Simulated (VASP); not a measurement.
# K (Im-3m) in VASP: settings compared

K is run at these levels: PBE+D3(BJ), r2SCAN, LDA, revPBE+D3(BJ), revPBE+D4; tasks: single point, relaxation of cell and atoms.

Everything below comes from runs of VASP 6.6.1. Logs are shortened: lines on timing, memory, paths and dates and some standing lists are left out, and cuts for length are marked.

### 1 The cell of the first run

The structure is cubic, space group Im-3m (No. 229). The conventional cell has a = 5.395 Å, b = 5.395 Å, c = 5.395 Å, α = 90.00°, β = 90.00°, γ = 90.00°.

### 2 Single point, PBE+D3(BJ)

Contents of INCAR:

```
SYSTEM = K
PREC     = Accurate       ! precision mode
ENCUT    = 520            ! plane-wave cutoff, eV
EDIFF    = 1E-6           ! SCF threshold, eV
ISMEAR   = -1             ! smearing method
SIGMA    = 0.05           ! smearing width, eV
LREAL    = .False.        ! projectors in reciprocal space
LASPH    = .True.         ! aspherical terms in the spheres
NELM     = 100            ! most SCF steps
ALGO     = Fast           ! electronic algorithm
ISIF     = 2              ! what is computed and relaxed
LWAVE    = .False.        ! write WAVECAR
LCHARG   = .False.        ! write CHGCAR
GGA      = PE             ! functional
IVDW     = 12             ! dispersion correction
NBANDS   = 10             ! bands
```

Contents of KPOINTS:

```
Automatic mesh
0
Gamma
  7 7 7
  0 0 0
```

Contents of POSCAR:

```
K
1.0
   -2.6975585167      2.6975585167      2.6975585167
    2.6975585167     -2.6975585167      2.6975585167
    2.6975585167      2.6975585167     -2.6975585167
K
1
Direct
    0.0000000000      0.0000000000      0.0000000000
```

Potentials or basis: VASP PAW PBE potentials, release 64 (K_sv).

Started as:

```
$ cat potpaw_PBE.64/K_sv/POTCAR > POTCAR
$ mpirun -np 1 vasp_std > vasp.out
```

OUTCAR:

```text
SYSTEM = K
   PREC = Accurate
   ENCUT = 520
   EDIFF = 1E-6
   ISMEAR = -1
   LREAL = .False.
   LASPH = .True.
   NELM = 100
   ISIF = 2
   GGA = PE
   IVDW = 12
 IVDW          = 12

 ion  position               nearest neighbor table
   1  0.000  0.000  0.000-

  LATTYP: Found a body centered cubic cell.
 ALAT       =     5.3951170334

  Lattice vectors:

 A1 = (  -2.6975585167,   2.6975585167,   2.6975585167)
 A2 = (   2.6975585167,  -2.6975585167,   2.6975585167)
 A3 = (   2.6975585167,   2.6975585167,  -2.6975585167)

Analysis of symmetry for initial positions (statically):
=====================================================================
 Subroutine PRICEL returns:
 Original cell was already a primitive cell.

 Routine SETGRP: Setting up the symmetry group for a
 body centered cubic supercell.

 Subroutine GETGRP returns: Found 48 space group operations
 (whereof 48 operations were pure point group operations)
 out of a pool of 48 trial point group operations.

The static configuration has the point symmetry O_h .

Analysis of symmetry for dynamics (positions and initial velocities):
=====================================================================
 Subroutine PRICEL returns:
 Original cell was already a primitive cell.

 Routine SETGRP: Setting up the symmetry group for a
 body centered cubic supercell.

 Subroutine GETGRP returns: Found 48 space group operations
 (whereof 48 operations were pure point group operations)
 out of a pool of 48 trial point group operations.

The dynamic configuration has the point symmetry O_h .

 Subroutine INISYM returns: Found 48 space group operations
 (whereof 48 operations are pure point group operations),
 and found     1 'primitive' translations

----------------------------------------------------------------------------------------

                                     Primitive cell

  volume of cell :      78.5186

  direct lattice vectors                    reciprocal lattice vectors
    -2.697558517  2.697558517  2.697558517     0.000000000  0.185352791  0.185352791
     2.697558517 -2.697558517  2.697558517     0.185352791  0.000000000  0.185352791
     2.697558517  2.697558517 -2.697558517     0.185352791  0.185352791  0.000000000

  length of vectors
     4.672308407  4.672308407  4.672308407     0.262128431  0.262128431  0.262128431

  position of ions in fractional coordinates (direct lattice)
     0.000000000  0.000000000  0.000000000

  ion indices of the primitive-cell ions
   primitive index   ion index
                 1           1

----------------------------------------------------------------------------------------

 KPOINTS: Automatic mesh

Automatic generation of k-mesh.
 Grid dimensions read from file:
 generate k-points for:    7    7    7

 Generating k-lattice:

  Cartesian coordinates                     Fractional coordinates (reciprocal lattice)
     0.000000000  0.026478970  0.026478970     0.142857143  0.000000000  0.000000000
     0.026478970  0.000000000  0.026478970     0.000000000  0.142857143  0.000000000
     0.026478970  0.026478970  0.000000000     0.000000000  0.000000000  0.142857143

  Length of vectors
     0.037446919  0.037446919  0.037446919

  Shift w.r.t. Gamma in fractional coordinates (k-lattice)
     0.000000000  0.000000000  0.000000000

 Subroutine IBZKPT returns following result:
 ===========================================

 Found     20 irreducible k-points:

 Following reciprocal coordinates:
            Coordinates               Weight
  0.000000  0.000000  0.000000      1.000000
  0.142857  0.000000  0.000000     12.000000
  0.285714  0.000000  0.000000     12.000000
  0.428571  0.000000  0.000000     12.000000
  0.142857  0.142857  0.000000     24.000000
  0.285714  0.142857 -0.000000     48.000000
[... 12 lines left out ...]
 -0.428571 -0.428571  0.285714      8.000000
 -0.428571  0.428571  0.428571      6.000000
   k-points           NKPTS =     20   k-points in BZ     NKDIM =     20   number of bands    NBANDS=     10
   number of dos      NEDOS =    301   number of ions     NIONS =      1
   total plane-waves  NPLWV =  46656
   dimension x,y,z NGX =    36 NGY =   36 NGZ =   36
   dimension x,y,z NGXF=    72 NGYF=   72 NGZF=   72
   ions per type =               1
   NGX,Y,Z   is equivalent  to a cutoff of  12.81, 12.81, 12.81 a.u.
   NGXF,Y,Z  is equivalent  to a cutoff of  25.62, 25.62, 25.62 a.u.
 SYSTEM =  K
   PREC   = accura    normal or accurate (medium, high low for compatibility)
   ISTART =      0    job   : 0-new  1-cont  2-samecut
   ICHARG =      2    charge: 1-file 2-atom 10-const
   ISPIN  =      1    spin polarized calculation?
   LNONCOLLINEAR =      F non collinear calculations
   LSORBIT =      F    spin-orbit coupling
   LASPH  =      T    aspherical Exc in radial PAW
   ENCUT  =  520.0 eV  38.22 Ry    6.18 a.u.   8.69  8.69  8.69*2*pi/ulx,y,z
   NELM   =    100;   NELMIN=  2; NELMDL= -5     # of ELM steps
   EDIFF  = 0.1E-05   stopping-criterion for ELM
   LREAL  =      F    real-space projection
[... 7 lines left out ...]
   TEBEG  =    0.0;   TEEND  =   0.0 temperature during run
   PSTRESS=    0.0 pullay stress
   NELECT =       9.0000    total number of electrons
   NUPDOWN=      -1.0000    fix difference up-down
   EMIN   =  10.00;   EMAX   =-10.00  energy-range for DOS
   EFERMI =   0.00;   METHOD = LEGACY
   ISMEAR =    -1;   SIGMA  =   0.05  broadening in eV -4-tet -1-fermi 0-gaus
   EFERMI_NEDOS =   21; number of points for ismear=-14 and -15
   IALGO  =     68    algorithm
   IMIX   =      4    mixing-type and parameters
     AMIX     =   0.40;   BMIX     =  1.00
     AMIX_MAG =   1.60;   BMIX_MAG =  1.00
  volume/ion in A,a.u.               =      78.52       529.87
  Fermi-wavevector in a.u.,A,eV,Ry     =   0.795240  1.502785  8.604411  0.632406
  Thomas-Fermi vector in A             =   1.901529
   LORBIT       =      0    0 simple, 1 ext, 2 COOP (PROOUT), +10 PAW based schemes
   GGA     = PE    functional components
   LHFCALC =     F    Hartree Fock is set to
   AEXX    =    0.0000 exact exchange contribution
   IVDW    =    12    specifies the selected vdW correction
   LEPSILON=     F    determine dielectric tensor
   LRPA    =     F    only Hartree local field effects (RPA)
 non-spin polarized calculation
 RMM-DIIS sequential band-by-band and
  energy-cutoff  :      520.00
  volume of cell :       78.52
 maximum number of plane-waves:      2128
   NGX = 17   NGY = 17   NGZ = 17

 number of electron       8.9999999 magnetization

 Free energy of the ion-electron system (eV)
  ---------------------------------------------------
  ext. energy  EPLUGINS =         0.00000000
  ---------------------------------------------------
  free energy    TOTEN  =        -1.04917545 eV

  energy without entropy =       -1.04201031  energy(sigma->0) =       -1.04559288

 E-fermi :  -0.2645     XC(G=0):  -5.4966

 val. band max:       -0.3307097367   @ k =  -0.2857   0.4286   0.1429
 cond. band min:      -0.1357254625   @ k =  -0.4286   0.4286   0.1429
 fundamental gap:      0.1949842743
 Fermi energy:        -0.2645476506

 k-point     1 :       0.0000    0.0000    0.0000
  band No.  band energies     occupation
      1     -32.4341      2.00000
      2     -15.8872      2.00000
      3     -15.8872      2.00000
      4     -15.8872      2.00000
      5      -2.3231      2.00000
      6       3.9691      0.00000
      7       3.9691      0.00000
      8       3.9691      0.00000
      9       4.8389      0.00000
     10       4.8389      0.00000

 k-point     2 :       0.1429    0.0000    0.0000
  band No.  band energies     occupation
      1     -32.4335      2.00000
      2     -15.8973      2.00000
      3     -15.8906      2.00000
      4     -15.8872      2.00000
      5      -2.0838      2.00000
      6       3.5197      0.00000
      7       3.6838      0.00000
      8       4.1531      0.00000
      9       4.6037      0.00000
     10       4.7861      0.00000

 k-point     3 :       0.2857    0.0000    0.0000
  band No.  band energies     occupation
      1     -32.4322      2.00000
      2     -15.9199      2.00000
      3     -15.8983      2.00000
      4     -15.8871      2.00000
      5      -1.3941      2.00000
      6       2.3010      0.00000
      7       3.2108      0.00000
      8       4.6750      0.00000
      9       4.6888      0.00000
     10       4.8119      0.00000

 k-point     4 :       0.4286    0.0000    0.0000
  band No.  band energies     occupation
      1     -32.4312      2.00000
      2     -15.9378      2.00000
      3     -15.9045      2.00000
      4     -15.8870      2.00000
      5      -0.3406      1.64137
      6       0.9634      0.00000
      7       2.9197      0.00000
      8       4.5198      0.00000
      9       5.1215      0.00000
     10       5.5394      0.00000
[... 170 lines left out ...]
 k-point    18 :      -0.4286    0.4286    0.2857
  band No.  band energies     occupation
      1     -32.4298      2.00000
      2     -15.9296      2.00000
      3     -15.9171      2.00000
      4     -15.9112      2.00000
      5       0.4143      0.00000
      6       1.4861      0.00000
      7       2.8215      0.00000
      8       3.0076      0.00000
      9       4.0122      0.00000
     10       5.9242      0.00000

 k-point    19 :      -0.4286   -0.4286    0.2857
  band No.  band energies     occupation
      1     -32.4293      2.00000
      2     -15.9266      2.00000
      3     -15.9266      2.00000
      4     -15.9131      2.00000
      5       1.1866      0.00000
      6       1.1866      0.00000
      7       2.1310      0.00000
      8       3.6254      0.00000
      9       3.6254      0.00000
     10       5.3626      0.00000

 k-point    20 :      -0.4286    0.4286    0.4286
  band No.  band energies     occupation
      1     -32.4289      2.00000
      2     -15.9256      2.00000
      3     -15.9240      2.00000
      4     -15.9240      2.00000
      5       1.1076      0.00000
      6       1.5394      0.00000
      7       3.0401      0.00000
      8       3.0401      0.00000
      9       3.0630      0.00000
     10       5.5051      0.00000

------------------------ aborting loop because EDIFF is reached ----------------------------------------

 Edisp (eV)   -0.10599

 E8    (eV) :    -0.0573

  FORCE on cell =-STRESS in cart. coord.  units (eV):
  Direction    XX          YY          ZZ          XY          YZ          ZX
  --------------------------------------------------------------------------------------
  -------------------------------------------------------------------------------------
  Total      -0.20911    -0.20911    -0.20911    -0.00000     0.00000    -0.00000
  in kB      -4.26681    -4.26681    -4.26681    -0.00000     0.00000    -0.00000
  external pressure =       -4.27 kB  Pullay stress =        0.00 kB

 VOLUME and BASIS-vectors are now :
 -----------------------------------------------------------------------------
  energy-cutoff  :      520.00
  volume of cell :       78.52
      direct lattice vectors                 reciprocal lattice vectors
    -2.697558517  2.697558517  2.697558517     0.000000000  0.185352791  0.185352791
     2.697558517 -2.697558517  2.697558517     0.185352791  0.000000000  0.185352791
     2.697558517  2.697558517 -2.697558517     0.185352791  0.185352791  0.000000000

 POSITION                                       TOTAL-FORCE (eV/Angst)
 -----------------------------------------------------------------------------------
      0.00000      0.00000      0.00000        -0.000000      0.000000      0.000000
 -----------------------------------------------------------------------------------
    total drift:                               -0.000000      0.000000      0.000000

  FREE ENERGIE OF THE ION-ELECTRON SYSTEM (eV)
  ---------------------------------------------------
  free  energy   TOTEN  =        -1.1551640523 eV

  energy  without entropy=       -1.1479989143  energy(sigma->0) =       -1.15158148
```

It took 14 s on 1 thread of Intel Xeon Platinum 8259CL at 2.50GHz (Skylake/Cascade Lake), shared host; peak memory 0.2 GiB.

Results:

* Free energy: -1.1552 eV
* Pressure: -0.4 GPa
* Dispersion energy per atom: -0.106 eV

Caveat: three body term missing; pairwise dispersion overbinds metals, which lowers pressure and volume.

### 3 Single point, r2SCAN

This run uses another cell than the first one, of 76.33 Å³/atom, 0.972 times its volume.

Contents of POSCAR:

```
K
1.0
   -2.6722413950      2.6722413950      2.6722413950
    2.6722413950     -2.6722413950      2.6722413950
    2.6722413950      2.6722413950     -2.6722413950
K
1
Direct
    0.0000000000      0.0000000000      0.0000000000
```

Contents of INCAR.step1:

```
SYSTEM = K
PREC     = Accurate       ! precision mode
ENCUT    = 520            ! plane-wave cutoff, eV
ISMEAR   = -1             ! smearing method
SIGMA    = 0.05           ! smearing width, eV
LREAL    = .FALSE.        ! projectors in reciprocal space
LASPH    = .TRUE.         ! aspherical terms in the spheres
NELM     = 100            ! most SCF steps
NBANDS   = 10             ! bands
GGA      = PE             ! functional
ALGO     = Normal         ! electronic algorithm
EDIFF    = 1E-4           ! SCF threshold, eV
LWAVE    = .TRUE.         ! write WAVECAR
LCHARG   = .FALSE.        ! write CHGCAR
```

Contents of INCAR.step2:

```
SYSTEM = K
PREC     = Accurate       ! precision mode
ENCUT    = 520            ! plane-wave cutoff, eV
EDIFF    = 1E-7           ! SCF threshold, eV
ISMEAR   = -1             ! smearing method
SIGMA    = 0.05           ! smearing width, eV
LREAL    = .FALSE.        ! projectors in reciprocal space
LASPH    = .TRUE.         ! aspherical terms in the spheres
NELM     = 100            ! most SCF steps
ALGO     = Normal         ! electronic algorithm
ISIF     = 2              ! what is computed and relaxed
LWAVE    = .FALSE.        ! write WAVECAR
LCHARG   = .FALSE.        ! write CHGCAR
METAGGA  = R2SCAN         ! meta-GGA
LMIXTAU  = .TRUE.       
NBANDS   = 10             ! bands
ISTART   = 1
```

Contents of KPOINTS:

```
Automatic mesh
0
G
  7 7 7
  0 0 0
```

Potentials or basis: VASP PAW PBE potentials, release 64 (K_sv).

Started as:

```
$ cat potpaw_PBE.64/K_sv/POTCAR > POTCAR
$ cp INCAR.step1 INCAR
$ mpirun -np 1 vasp_std > vasp.out
$ cp INCAR.step2 INCAR
$ mpirun -np 1 vasp_std > vasp.out
```

OUTCAR:

```text
SYSTEM = K
   PREC = Accurate
   ENCUT = 520
   EDIFF = 1E-7
   ISMEAR = -1
   LREAL = .FALSE.
   LASPH = .TRUE.
   NELM = 100
   ISIF = 2
   METAGGA = R2SCAN
   ISTART = 1

 ion  position               nearest neighbor table
   1  0.000  0.000  0.000-

  LATTYP: Found a body centered cubic cell.
 ALAT       =     5.3444827900

  Lattice vectors:

 A1 = (  -2.6722413950,   2.6722413950,   2.6722413950)
 A2 = (   2.6722413950,  -2.6722413950,   2.6722413950)
 A3 = (   2.6722413950,   2.6722413950,  -2.6722413950)

Analysis of symmetry for initial positions (statically):
=====================================================================
 Subroutine PRICEL returns:
 Original cell was already a primitive cell.

 Routine SETGRP: Setting up the symmetry group for a
 body centered cubic supercell.

 Subroutine GETGRP returns: Found 48 space group operations
 (whereof 48 operations were pure point group operations)
 out of a pool of 48 trial point group operations.

The static configuration has the point symmetry O_h .
[... 156 lines left out ...]
 cond. band min:      -0.0158852039   @ k =  -0.4286   0.4286   0.1429
 fundamental gap:      0.2138577512
 Fermi energy:        -0.1585542801

 k-point     1 :       0.0000    0.0000    0.0000
  band No.  band energies     occupation
      1     -33.8242      2.00000
      2     -16.4978      2.00000
      3     -16.4978      2.00000
      4     -16.4978      2.00000
      5      -2.3944      2.00000
      6       4.5714      0.00000
      7       4.5715      0.00000
      8       4.5715      0.00000
      9       5.5101      0.00000
     10       5.5101      0.00000
[... 235 lines left out ...]
 k-point    20 :      -0.4286    0.4286    0.4286
  band No.  band energies     occupation
      1     -33.8181      2.00000
      2     -16.5409      2.00000
      3     -16.5390      2.00000
      4     -16.5390      2.00000
      5       1.2924      0.00000
      6       1.7619      0.00000
      7       3.5131      0.00000
      8       3.5132      0.00000
      9       3.6177      0.00000
     10       6.5695      0.00000

------------------------ aborting loop because EDIFF is reached ----------------------------------------

  FORCE on cell =-STRESS in cart. coord.  units (eV):
  Direction    XX          YY          ZZ          XY          YZ          ZX
  --------------------------------------------------------------------------------------
  -------------------------------------------------------------------------------------
  Total       -0.0120325     -0.0120325     -0.0120325     -0.0000000     -0.0000000     -0.0000000
  in kB       -0.2525694     -0.2525694     -0.2525694     -0.0000000     -0.0000000     -0.0000000
  external PRESSURE =      -0.2525694 kB  Pullay stress =       0.0000000 kB

 VOLUME and BASIS-vectors are now :
 -----------------------------------------------------------------------------
  energy-cutoff  :      520.00
  volume of cell :       76.33
      direct lattice vectors                 reciprocal lattice vectors
    -2.672241395  2.672241395  2.672241395     0.000000000  0.187108845  0.187108845
     2.672241395 -2.672241395  2.672241395     0.187108845  0.000000000  0.187108845
     2.672241395  2.672241395 -2.672241395     0.187108845  0.187108845  0.000000000

 POSITION                                       TOTAL-FORCE (eV/Angst)
 -----------------------------------------------------------------------------------
      0.00000      0.00000      0.00000         0.000000      0.000000      0.000000
 -----------------------------------------------------------------------------------
    total drift:                               -0.000000      0.000000      0.000000

  FREE ENERGIE OF THE ION-ELECTRON SYSTEM (eV)
  ---------------------------------------------------
  free  energy   TOTEN  =        -6.0167747547 eV

  energy  without entropy=       -6.0101201367  energy(sigma->0) =       -6.01344745
```

Run time: 50 s. Hardware: 1 thread of Intel Xeon Platinum 8259CL at 2.50GHz (Skylake/Cascade Lake), shared host; peak memory 0.2 GiB.

Results:

* Free energy: -6.0168 eV
* Pressure: 0.0 GPa

Levels at points of the mesh, in eV from the Fermi level:
| k point | band 2 | band 3 | band 4 | band 5 | band 6 | band 7 | band 8 | band 9 |
| --- | --- | --- | --- | --- | --- | --- | --- | --- |
| (0.00, 0.00, 0.00) | -16.34 | -16.34 | -16.34 | -2.24 | 4.73 | 4.73 | 4.73 | 5.67 |

Caveat: the PAW data sets were made with another functional, which shifts forces and pressure a little.

[end of part 1 of 2]
